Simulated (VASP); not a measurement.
# Ba (Fmmm) in VASP: a series of runs

The runs below take Ba through single point, with PBE.

Program: VASP 6.6.1. These are calculated values, not measurements. Logs are shortened: lines on timing, memory, paths and dates and some standing lists are left out, and cuts for length are marked.

## (1) The cell of the first run

Symmetry: Fmmm, No. 69, orthorhombic system. The conventional cell has a = 5.000 Å, b = 7.045 Å, c = 7.098 Å, α = 90.00°, β = 90.00°, γ = 90.00°. Ba (site symmetry mmm) has 14 Ba at 4.32 to 5.00 Å within 5.7 Å.

## (2) Single point, PBE (strain +0.0075 x Voigt [0, 0, 0, 0, 0, 1])

Input file INCAR:

```
SYSTEM = Ba
PREC = Accurate ; ENCUT = 520
EDIFF = 1E-7 ; ISMEAR = 0
SIGMA = 0.15 ; LREAL = .False.
LASPH = .True. ; NELM = 100
ALGO = Fast ; ISIF = 2
LWAVE = .False. ; LCHARG = .True.
GGA = PE ; LELF = .True.
LVHAR = .True. ; NBANDS = 11
```

Input file KPOINTS:

```
regular mesh
0
Gamma
  14 14 14
  0 0 0
```

Input file POSCAR:

```
Ba
1.0
   -2.4906250000      2.4906250000      2.5000000000
    2.4906250000     -2.4906250000      2.5000000000
    2.5093750000      2.5093750000     -2.5000000000
Ba
1
Direct
    0.0000000000      0.0000000000      0.0000000000
```

Potentials or basis: VASP PAW PBE potentials, release 64 (Ba_sv).

The run is started by

```sh
cat potpaw_PBE.64/Ba_sv/POTCAR > POTCAR
mpirun -np 1 vasp_std > vasp.out
```

OUTCAR:

```text
SYSTEM = Ba
   PREC = Accurate
   ENCUT = 520
   EDIFF = 1E-7
   ISMEAR = 0
   LREAL = .False.
   LASPH = .True.
   NELM = 100
   ISIF = 2
   GGA = PE

 ion  position               nearest neighbor table
   1  0.000  0.000  0.000-

  LATTYP: Found a face centered orthorhombic cell.
 ALAT       =     5.0000000000
 B/A-ratio  =     1.4089102615
 C/A-ratio  =     1.4195168632

  Lattice vectors:

 A1 = (   5.0000000000,   0.0187500000,   0.0000000000)
 A2 = (   2.5093750000,   2.5093750000,   2.5000000000)
 A3 = (   2.4906250000,  -2.4906250000,   2.5000000000)

Analysis of symmetry for initial positions (statically):
=====================================================================
 Subroutine PRICEL returns:
 Original cell was already a primitive cell.

 Routine SETGRP: Setting up the symmetry group for a
 face centered orthorhombic supercell.

 Subroutine GETGRP returns: Found  8 space group operations
 (whereof  8 operations were pure point group operations)
 out of a pool of  8 trial point group operations.

The static configuration has the point symmetry D_2h.

Analysis of symmetry for dynamics (positions and initial velocities):
=====================================================================
 Subroutine PRICEL returns:
 Original cell was already a primitive cell.

 Routine SETGRP: Setting up the symmetry group for a
 face centered orthorhombic supercell.

 Subroutine GETGRP returns: Found  8 space group operations
 (whereof  8 operations were pure point group operations)
 out of a pool of  8 trial point group operations.

The dynamic configuration has the point symmetry D_2h.

 Subroutine INISYM returns: Found  8 space group operations
 (whereof  8 operations are pure point group operations),
 and found     1 'primitive' translations

----------------------------------------------------------------------------------------

                                     Primitive cell

  volume of cell :      62.4991

  direct lattice vectors                    reciprocal lattice vectors
    -2.490625000  2.490625000  2.500000000    -0.000750011  0.200002813  0.200000000
     2.490625000 -2.490625000  2.500000000     0.200002813 -0.000750011  0.200000000
     2.509375000  2.509375000 -2.500000000     0.199252802  0.199252802  0.000000000

  length of vectors
     4.319308484  4.319308484  4.340959085     0.282845696  0.282845696  0.281786015

  position of ions in fractional coordinates (direct lattice)
     0.000000000  0.000000000  0.000000000

  ion indices of the primitive-cell ions
   primitive index   ion index
                 1           1

----------------------------------------------------------------------------------------

 KPOINTS: regular mesh

Automatic generation of k-mesh.
 Grid dimensions read from file:
 generate k-points for:   14   14   14

 Generating k-lattice:

  Cartesian coordinates                     Fractional coordinates (reciprocal lattice)
    -0.000053572  0.014285915  0.014285714     0.071428571 -0.000000000  0.000000000
     0.014285915 -0.000053572  0.014285714    -0.000000000  0.071428571  0.000000000
     0.014232343  0.014232343  0.000000000     0.000000000  0.000000000  0.071428571

  Length of vectors
     0.020203264  0.020203264  0.020127572

  Shift w.r.t. Gamma in fractional coordinates (k-lattice)
     0.000000000  0.000000000  0.000000000

 Subroutine IBZKPT returns following result:
 ===========================================

 Found    428 irreducible k-points:

 Following reciprocal coordinates:
            Coordinates               Weight
  0.000000  0.000000  0.000000      1.000000
  0.071429  0.000000 -0.000000      8.000000
  0.142857  0.000000 -0.000000      8.000000
  0.214286  0.000000 -0.000000      8.000000
  0.285714  0.000000  0.000000      8.000000
  0.357143  0.000000  0.000000      8.000000
[... 16 lines left out ...]
  0.214286  0.142857  0.000000      8.000000
  0.285714  0.142857  0.000000      8.000000
 [... further k-points ...]
   k-points           NKPTS =    428   k-points in BZ     NKDIM =    428   number of bands    NBANDS=     11
   number of dos      NEDOS =    301   number of ions     NIONS =      1
   total plane-waves  NPLWV =  32768
   dimension x,y,z NGX =    32 NGY =   32 NGZ =   32
   dimension x,y,z NGXF=    64 NGYF=   64 NGZF=   64
   ions per type =               1
   NGX,Y,Z   is equivalent  to a cutoff of  12.32, 12.32, 12.26 a.u.
   NGXF,Y,Z  is equivalent  to a cutoff of  24.63, 24.63, 24.51 a.u.
 SYSTEM =  Ba
   PREC   = accura    normal or accurate (medium, high low for compatibility)
   ISTART =      0    job   : 0-new  1-cont  2-samecut
   ICHARG =      2    charge: 1-file 2-atom 10-const
   ISPIN  =      1    spin polarized calculation?
   LNONCOLLINEAR =      F non collinear calculations
   LSORBIT =      F    spin-orbit coupling
   LASPH  =      T    aspherical Exc in radial PAW
   ENCUT  =  520.0 eV  38.22 Ry    6.18 a.u.   8.03  8.03  8.07*2*pi/ulx,y,z
   NELM   =    100;   NELMIN=  2; NELMDL= -5     # of ELM steps
   EDIFF  = 0.1E-06   stopping-criterion for ELM
   LREAL  =      F    real-space projection
   EDIFFG = 0.1E-05   stopping-criterion for IOM
   NSW    =      0    number of steps for IOM
   IBRION =     -1    ionic relax: 0-MD 1-quasi-New 2-CG
   NFREE  =      0    steps in history (QN), initial steepest desc. (CG)
   ISIF   =      2    stress and relaxation
   ISYM   =      2    0-nonsym 1-usesym 2-fastsym
   POTIM  = 0.5000    time-step for ionic-motion
   TEBEG  =    0.0;   TEEND  =   0.0 temperature during run
   PSTRESS=    0.0 pullay stress
   NELECT =      10.0000    total number of electrons
   NUPDOWN=      -1.0000    fix difference up-down
   EMIN   =  10.00;   EMAX   =-10.00  energy-range for DOS
   EFERMI =   0.00;   METHOD = LEGACY
   ISMEAR =     0;   SIGMA  =   0.15  broadening in eV -4-tet -1-fermi 0-gaus
   EFERMI_NEDOS =   21; number of points for ismear=-14 and -15
   IALGO  =     68    algorithm
   IMIX   =      4    mixing-type and parameters
     AMIX     =   0.40;   BMIX     =  1.00
     AMIX_MAG =   1.60;   BMIX_MAG =  1.00
  volume/ion in A,a.u.               =      62.50       421.76
  Fermi-wavevector in a.u.,A,eV,Ry     =   0.888758  1.679509 10.747117  0.789891
  Thomas-Fermi vector in A             =   2.010230
   LORBIT       =      0    0 simple, 1 ext, 2 COOP (PROOUT), +10 PAW based schemes
   GGA     = PE    functional components
   LHFCALC =     F    Hartree Fock is set to
   AEXX    =    0.0000 exact exchange contribution
   IVDW    =     0    specifies the selected vdW correction
   LEPSILON=     F    determine dielectric tensor
   LRPA    =     F    only Hartree local field effects (RPA)
 non-spin polarized calculation
 RMM-DIIS sequential band-by-band and
 Gauss-broadening in eV      SIGMA  =   0.15
  energy-cutoff  :      520.00
  volume of cell :       62.50
 maximum number of plane-waves:      1706
   NGX = 17   NGY = 17   NGZ = 17

 number of electron      10.0000000 magnetization

 number of electron       9.9999999 magnetization

 Free energy of the ion-electron system (eV)
  ---------------------------------------------------
  ext. energy  EPLUGINS =         0.00000000
  ---------------------------------------------------
  free energy    TOTEN  =        -1.91420020 eV

  energy without entropy =       -1.90052099  energy(sigma->0) =       -1.90736059

 E-fermi :   1.6688     XC(G=0):  -7.4343

 val. band max:        1.6685140157   @ k =  -0.4286   0.4286   0.2857
 cond. band min:       1.6711862961   @ k =   0.5000   0.5000   0.2857
 fundamental gap:      0.0026722803
 Fermi energy:         1.6688129294

 k-point     1 :       0.0000    0.0000    0.0000
  band No.  band energies     occupation
      1     -27.1978      2.00000
      2     -12.1454      2.00000
      3     -12.1428      2.00000
      4     -12.1402      2.00000
      5      -1.0815      2.00000
      6       3.4847      0.00000
      7       3.5116      0.00000
      8       3.5405      0.00000
      9       4.9246      0.00000
     10       4.9257      0.00000
     11       8.6048      0.00000

 k-point     2 :       0.0714    0.0000   -0.0000
  band No.  band energies     occupation
      1     -27.1956      2.00000
      2     -12.1681      2.00000
      3     -12.1508      2.00000
      4     -12.1425      2.00000
      5      -0.9846      2.00000
      6       3.4248      0.00000
      7       3.4762      0.00000
      8       3.6131      0.00000
      9       4.7874      0.00000
     10       4.9182      0.00000
     11       8.7394      0.00000

 k-point     3 :       0.1429    0.0000   -0.0000
  band No.  band energies     occupation
      1     -27.1894      2.00000
      2     -12.2374      2.00000
      3     -12.1721      2.00000
      4     -12.1432      2.00000
      5      -0.7078      2.00000
      6       3.2246      0.00000
      7       3.2992      0.00000
      8       3.9024      0.00000
      9       4.6062      0.00000
     10       4.9134      0.00000
     11       9.0053      0.00000

 k-point     4 :       0.2143    0.0000   -0.0000
  band No.  band energies     occupation
      1     -27.1804      2.00000
      2     -12.3350      2.00000
      3     -12.2028      2.00000
      4     -12.1439      2.00000
      5      -0.2958      2.00000
      6       2.9696      0.00000
      7       2.9903      0.00000
      8       4.3754      0.00000
      9       4.6175      0.00000
     10       4.9452      0.00000
     11       9.1085      0.00000
[... 239 lines left out ...]
 k-point    22 :       0.1429    0.1429    0.0000
  band No.  band energies     occupation
      1     -27.1759      2.00000
      2     -12.3728      2.00000
      3     -12.2076      2.00000
      4     -12.1672      2.00000
      5      -0.0584      2.00000
      6       2.7923      0.00000
      7       2.8931      0.00000
      8       4.4008      0.00000
      9       4.7010      0.00000
     10       5.2153      0.00000
     11       9.5597      0.00000

 k-point    23 :       0.2143    0.1429    0.0000
  band No.  band energies     occupation
      1     -27.1668      2.00000
      2     -12.4521      2.00000
      3     -12.2474      2.00000
      4     -12.1735      2.00000
      5       0.4009      2.00000
      6       2.5257      0.00000
      7       2.7115      0.00000
      8       4.4857      0.00000
      9       5.3156      0.00000
     10       5.3623      0.00000
     11       8.7215      0.00000

 k-point    24 :       0.2857    0.1429    0.0000
  band No.  band energies     occupation
      1     -27.1586      2.00000
      2     -12.5203      2.00000
      3     -12.2876      2.00000
      4     -12.1764      2.00000
      5       0.8022      2.00000
      6       2.3918      0.00000
      7       2.5916      0.00000
      8       4.6549      0.00000
      9       5.4037      0.00000
     10       6.0487      0.00000
     11       8.1951      0.00000

 [... further k-points ...]

------------------------ aborting loop because EDIFF is reached ----------------------------------------

  FORCE on cell =-STRESS in cart. coord.  units (eV):
  Direction    XX          YY          ZZ          XY          YZ          ZX
  --------------------------------------------------------------------------------------
  -------------------------------------------------------------------------------------
  Total        0.0643868      0.0643868      0.0647606     -0.0308848      0.0000000      0.0000000
  in kB        1.6505688      1.6505688      1.6601512     -0.7917374      0.0000000      0.0000000
  external PRESSURE =       1.6537629 kB  Pullay stress =       0.0000000 kB

 VOLUME and BASIS-vectors are now :
 -----------------------------------------------------------------------------
  energy-cutoff  :      520.00
  volume of cell :       62.50
      direct lattice vectors                 reciprocal lattice vectors
    -2.490625000  2.490625000  2.500000000    -0.000750011  0.200002813  0.200000000
     2.490625000 -2.490625000  2.500000000     0.200002813 -0.000750011  0.200000000
     2.509375000  2.509375000 -2.500000000     0.199252802  0.199252802  0.000000000

 POSITION                                       TOTAL-FORCE (eV/Angst)
 -----------------------------------------------------------------------------------
      0.00000      0.00000      0.00000        -0.000000     -0.000000      0.000000
 -----------------------------------------------------------------------------------
    total drift:                               -0.000000      0.000000     -0.000000

  FREE ENERGIE OF THE ION-ELECTRON SYSTEM (eV)
  ---------------------------------------------------
  free  energy   TOTEN  =        -1.9142001968 eV

  energy  without entropy=       -1.9005209926  energy(sigma->0) =       -1.90736059
```

Run time: 5 min. Hardware: 1 thread of Intel Xeon 8259CL, shared host; peak memory 0.41 GiB.

Results:

| Property | Result |
| --- | --- |
| Free energy | -1.9142 eV |
| Pressure | 0.2 GPa |
| Band gap on the k mesh | zero (bands 5 and 6 overlap by 0.98 eV) |

Stress tensor (GPa, compression positive):
```
 0.17 -0.08  0.00
-0.08  0.17  0.00
 0.00  0.00  0.17
```

Levels at points of the mesh, in eV from the Fermi level:
| k point | band 2 | band 3 | band 4 | band 5 | band 6 | band 7 | band 8 | band 9 |
| --- | --- | --- | --- | --- | --- | --- | --- | --- |
| (0.00, 0.00, 0.00) | -13.81 | -13.81 | -13.81 | -2.75 | 1.82 | 1.84 | 1.87 | 3.26 |
| (0.50, 0.00, 0.00) | -14.28 | -13.96 | -13.81 | -0.89 | 0.69 | 1.28 | 3.23 | 3.81 |
| (0.50, 0.50, 0.00) | -14.29 | -13.97 | -13.82 | -0.89 | 0.70 | 1.30 | 3.21 | 3.78 |
| (0.00, 0.00, 0.50) | -14.28 | -13.96 | -13.81 | -0.90 | 0.69 | 1.25 | 3.25 | 3.84 |
| (0.50, 0.50, 0.50) | -14.15 | -14.14 | -14.13 | -0.55 | -0.55 | 4.39 | 4.40 | 4.42 |

Caveat: the cell differs from its parent crystal (strain +0.0075 x Voigt [0, 0, 0, 0, 0, 1]); spin-orbit coupling is left out, which moves the levels of the heavy elements.

## (3) Single point, PBE (strain +0.0025 x Voigt [0, 0, 0, 0, 0, 1])

Input file INCAR:

```
PREC = Accurate
ENCUT = 520
EDIFF = 1E-7
ISMEAR = 0
SIGMA = 0.15
LREAL = F
LASPH = T
NELM = 60
ALGO = Fast
ISIF = 2
LWAVE = F
LCHARG = F
GGA = PE
NBANDS = 11
```

Input file KPOINTS:

```
regular mesh
0
Gamma
  14 14 14
```

Input file POSCAR:

```
Ba
1.0
   -2.4968750000      2.4968750000      2.5000000000
    2.4968750000     -2.4968750000      2.5000000000
    2.5031250000      2.5031250000     -2.5000000000
Ba
1
Direct
    0.0000000000      0.0000000000      0.0000000000
```

Potentials or basis: VASP PAW PBE potentials, release 64 (Ba_sv).

The run is started by

```sh
cat potpaw_PBE.64/Ba_sv/POTCAR > POTCAR
mpirun -np 1 vasp_std > vasp.out
```

Run time: 5.5 min. Hardware: 1 thread of Intel Xeon 8259CL, shared host; peak memory 0.41 GiB.

Results (log left out):

```yaml
Free_energy: -1.9143 eV
Pressure: 0.2 GPa
Band_gap_on_the_k_mesh: zero (bands 5 and 6 overlap by 0.98 eV)
```

Levels at points of the mesh, in eV from the Fermi level:
```
           k point  band 3  band 4  band 5  band 6  band 7  band 8
(0.00, 0.00, 0.00)  -13.81  -13.81   -2.75    1.83    1.84    1.85
(0.50, 0.00, 0.00)  -13.96  -13.81   -0.89    0.69    1.28    3.23
(0.50, 0.50, 0.00)  -13.96  -13.82   -0.89    0.70    1.29    3.22
(0.00, 0.00, 0.50)  -13.96  -13.81   -0.89    0.69    1.27    3.24
(0.50, 0.50, 0.50)  -14.14  -14.14   -0.55   -0.55    4.40    4.40
```

Caveat: the cell differs from its parent crystal (strain +0.0025 x Voigt [0, 0, 0, 0, 0, 1]); spin-orbit coupling is left out, which moves the levels of the heavy elements.
